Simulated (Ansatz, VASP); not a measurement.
One calculation of MgS, two programs

```xyz
2
Lattice="0.0000 2.8331 2.8331 2.8331 0.0000 2.8331 2.8331 2.8331 0.0000" Properties=species:S:1:pos:R:3 pbc="T T T"
Mg    0.0000    0.3750    0.0000
S     4.2497    4.2497    4.2497
```

Change from the starting cell: one atom moved.

Alike in both runs: task single point; functional PBE; k mesh 8 × 8 × 8; occupations gaussian, width 0.02 eV; no spin polarisation.

```csv
,VASP,Ansatz
version,VASP 6.6.1,Ansatz 0.2.0
potentials or method,"VASP PAW PBE potentials, release 64 (Mg, S), cutoff 520 eV","scalar-relativistic, plane waves, PAW"
valence electrons in the cell,8,16
```

```tsv
	VASP	Ansatz	Ansatz less VASP
gap on the k mesh at the Fermi level (eV)	3.00	3.00	+0.003
least direct gap on the mesh (eV)	3.00	3.00	+0.003
pressure (GPa)	4.1	4.2	+0.10
traceless stress, the component that is largest in VASP (GPa)	-8.74	-8.72	+0.019
rms of the force components (eV/Å)	1.109	1.105	-0.0033
```

Atom by atom the forces differ by 0.003 eV/Å (rms over components). With one functional, cell and mesh, what is left measures potentials, basis and numerics. VASP's potentials hold 8 valence electrons a cell and Ansatz's 16, so a difference there can come from the potentials and not from the codes.
